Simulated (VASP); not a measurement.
ReB2 (mp), 6 atoms in the cell. Symmetry: P6_3/mmc, No. 194, hexagonal system. Conventional cell: a = 2.540 Å, b = 2.540 Å, c = 6.838 Å, α = 90.00°, β = 90.00°, γ = 120.00°. Within 2.7 Å of Re (site symmetry -6m2) lie 8 B at 2.02 Å and 6 Re at 2.54 Å. Within 2.1 Å of B (site symmetry 3m) lie 3 B at 1.60 Å and 4 Re at 2.02 Å. 

| Property | Result |
| --- | --- |
| Program | VASP 6.6.1 |
| Task | single point |
| Functional | PBEsol |
| Potentials or basis | VASP PAW PBE potentials, release 64 (Re, B) |
| Cutoff | 520 eV |
| k mesh | 18 × 18 × 6 |
| Occupations | methfessel-paxton, width 0.2 eV |
| Spin | no spin polarisation |
| Dipole correction | no |
| Further INCAR settings | ALGO = Normal; EDIFF = 1e-06; NBANDS = 22 |

Potentials or basis: VASP PAW PBE potentials, release 64 (Re, B).

Run with:

```console
$ cat potpaw_PBE.64/Re/POTCAR potpaw_PBE.64/B/POTCAR > POTCAR
$ mpirun -np 1 vasp_std > vasp.out
```

Hardware: 1 thread of Intel(R) Xeon(R) Platinum 8488C (Sapphire Rapids), with other jobs on the host.

Task: Estimate the wall time of this run.

Result: Run time: 120 s on 1 thread of Intel(R) Xeon(R) Platinum 8488C (Sapphire Rapids) (shared host), peak memory 0.23 GiB. Counts: scf iterations 13, k points 148.
